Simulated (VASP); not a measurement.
Here is a VASP 6.6.1 calculation.

File INCAR:

```
SYSTEM = TiMoSe4
ALGO = Normal ; EDIFF = 1E-7
ENCUT = 520 ; GGA = PE
ISIF = 2 ; ISMEAR = 0
ISPIN = 2 ; LASPH = .True.
LCHARG = .False. ; LMAXMIX = 4
LORBIT = 11 ; LREAL = .False.
LWAVE = .False. ; MAGMOM = 1 1 0 0 0 0
NBANDS = 38 ; NELM = 150
PREC = Accurate ; SIGMA = 0.15
```

KPOINTS

```
k-points
0
Gamma
  2 2 3
  0 0 0
```

POSCAR

```
TiMoSe4
1.0
    4.4547550015     -4.3724044777      0.0000000000
    4.4547550015      4.3724044777      0.0000000000
    0.0000000000      0.0000000000      3.4510825319
Ti Mo Se
1 1 4
Direct
    0.5000000000      0.5000000000      0.0000000000
    0.0000000000      0.0000000000      0.5000000000
    0.7957839852      0.7957839852      0.0000000000
    0.2042160148      0.2042160148      0.0000000000
    0.2932838195      0.7067161805      0.5000000000
    0.7067161805      0.2932838195      0.5000000000
```

Potentials or basis: VASP PAW PBE potentials, release 64 (Ti_sv, Mo_sv, Se).

The run is started by

```sh
$ cat potpaw_PBE.64/Ti_sv/POTCAR potpaw_PBE.64/Mo_sv/POTCAR potpaw_PBE.64/Se/POTCAR > POTCAR
$ mpirun -np 1 vasp_std > vasp.out
```

Task: Predict the pressure.

Result: 0.3 GPa.

Task: What does it give for the net moment?

Result: 0.32 μB per cell.

Task: What does it give for the site moments?

Result: Ti +0.02; Mo +0.20; Se +0.02, -0.00 (each value once) μB.

Forces in eV/Å, atoms in the order of the input:
```
Ti   0.000  0.000  0.000
Mo   0.000  0.000  0.000
Se  -0.048  0.000  0.000
Se   0.048  0.000  0.000
Se   0.000 -0.001  0.000
Se   0.000  0.001  0.000
```

Caveat: the k points lie up to 0.61 Å⁻¹ apart.
